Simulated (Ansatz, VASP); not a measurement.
Ti in VASP and in Ansatz

The input INCAR:

```
ALGO = Fast
EDIFF = 1E-6
ENCUT = 520
ISIF = 2
ISMEAR = 0
LASPH = True
LCHARG = False
LREAL = False
LWAVE = False
NBANDS = 12
NELM = 60
PREC = Accurate
SIGMA = 0.15
```

KPOINTS

```
k-points
0
Gamma
  22 22 22
```

POSCAR

```
Ti
1.0
    0.0000000000      2.1062143256      1.8048150556
    2.1062143256      0.0000000000      1.8048150556
    2.1062143256      2.1062143256      0.0000000000
Ti
1
Direct
    0.0000000000      0.0000000000      0.0000000000
```

Input for Ansatz:

```yaml
crystal:
  lattice:
    - [0.0, 2.1062143256, 1.8048150556]
    - [2.1062143256, 0.0, 1.8048150556]
    - [2.1062143256, 2.1062143256, 0.0]
  atoms:
    - { symbol: Ti, position: [0.0, 0.0, 0.0] }
basis:
  ecutwfc: 520.0
kpoints:
  mp_grid: { grid: [22, 22, 22] }
hamiltonian:
  xc: lda
  pseudopotentials: { kind: paw, azcp: { folder: soft_1 } }
scf:
  occupations: { method: gaussian, width: 0.15 }
output:
  forces: true
  stress: true
  eigenvalues: true
```

Alike in both runs: task single point; functional LDA; k mesh 22 × 22 × 22; occupations gaussian, width 0.15 eV; no spin polarisation.

|  | VASP | Ansatz |
| --- | --- | --- |
| version | VASP 6.6.1 | Ansatz 0.2.0 |
| potentials or method | VASP PAW LDA potentials, release 64 (Ti_sv), cutoff 520 eV | scalar-relativistic, plane waves, PAW |
| valence electrons in the cell | 12 | 12 |

VASP gave:

```
gap on the k mesh at the Fermi level (eV)                     : none
pressure (GPa)                                                : -0.4
traceless stress, the component that is largest in VASP (GPa) : 1.82
```

Question: Which values does Ansatz return?

Answer: gap on the k mesh at the Fermi level (eV): none; pressure (GPa): -0.2; traceless stress, the component that is largest in VASP (GPa): 1.81.

Ansatz warns that its potentials were made for another functional, while VASP's fit it. LDA's correlation is that of Perdew and Zunger in VASP and of Perdew and Wang (1992) in Ansatz. A gap of «none» marks a metal or a gap that the smearing closes.
